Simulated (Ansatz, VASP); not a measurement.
# One calculation of Sr, two programs

```
Sr
1.0
    -0.03042    3.04235    3.04235
     3.04235   -0.03042    3.04235
     3.01193    3.01193    0.00000
Sr
1
Direct
  0.00000 0.00000 0.00000
```

Change from the starting cell: strain -0.0200 x Voigt [0, 0, 0, 0, 0, 1], atoms carried along.

Alike in both runs: task single point; functional PBEsol; k mesh 10 × 10 × 10; occupations gaussian, width 0.03 eV; no spin polarisation.

|  | VASP | Ansatz |
| --- | --- | --- |
| version | VASP 6.6.1 | Ansatz 0.2.0 |
| potentials or method | VASP PAW PBE potentials, release 64 (Sr_sv), cutoff 520 eV | scalar-relativistic, plane waves, PAW |
| valence electrons in the cell | 10 | 10 |

|  | VASP | Ansatz | Ansatz less VASP |
| --- | --- | --- | --- |
| gap on the k mesh at the Fermi level (eV) | none | none | - |
| pressure (GPa) | -0.9 | -0.9 | -0.01 |
| traceless stress, the component that is largest in VASP (GPa) | 0.09 | 0.08 | -0.004 |

VASP's potentials were made for PBE, not for PBEsol. A gap of «none» marks a metal or a gap that the smearing closes.
